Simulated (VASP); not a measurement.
The system is Li3ZrN2.

```
Li Zr N
1.0
     4.49898    0.00000    0.00000
    -2.24949    3.89623    0.00000
     0.00000    0.00000    3.25625
Li Zr N
3 1 2
Direct
  0.50000 0.00000 0.50000
  0.50000 0.50000 0.50000
  0.00000 0.50000 0.50000
  0.00000 0.00000 0.00000
  0.33333 0.66667 0.00000
  0.66667 0.33333 0.00000
```

The cell was generated, and may not be a known phase.

| Property | Result |
| --- | --- |
| Program | VASP 6.6.1 |
| Task | relaxation of cell and atoms |
| Functional | PBE |
| Potentials or basis | VASP PAW PBE potentials, release 64 (Li_sv, Zr_sv, N) |
| Cutoff | 600 eV |
| k mesh | 12 × 12 × 12 |
| Occupations | gaussian, width 0.1 eV |
| Spin | no spin polarisation |

At the start: pressure -0.7 GPa; volume 9.51 Å³/atom.

**Question.** Where does the relaxation end?

**Answer.** Over 6 steps the energy falls by 6.2 meV/atom and the volume is 9.51 Å³/atom (-0.1 %); space group P6/mmm (No. 191, to 0.1 Å) before and after.

The path:
```tsv
step	energy change (eV)	largest force (eV/Å)	pressure (GPa)	volume (Å³)
1	0.0000	0.0000	-0.69	57.08
2	-0.0298	0.0000	0.57	56.74
3	-0.0358	0.0000	0.57	56.74
4	-0.0368	0.0000	0.39	56.84
5	-0.0369	0.0000	0.33	56.87
6	-0.0371	0.0000	0.00	57.04
```

Final structure:
```xyz
6
Lattice="4.4814 0.0000 0.0000 -2.2407 3.8810 0.0000 0.0000 0.0000 3.2796" Properties=species:S:1:pos:R:3 pbc="T T T"
Li    2.2407    0.0000    1.6398
Li    1.1204    1.9405    1.6398
Li   -1.1204    1.9405    1.6398
Zr    0.0000    0.0000    0.0000
N     0.0000    2.5874    0.0000
N     2.2407    1.2937    0.0000
```

Caveat: the cutoff is under 1.25 times the usual one of these potentials, so pressure, stress and relaxed cells hold a basis-set (Pulay) error.
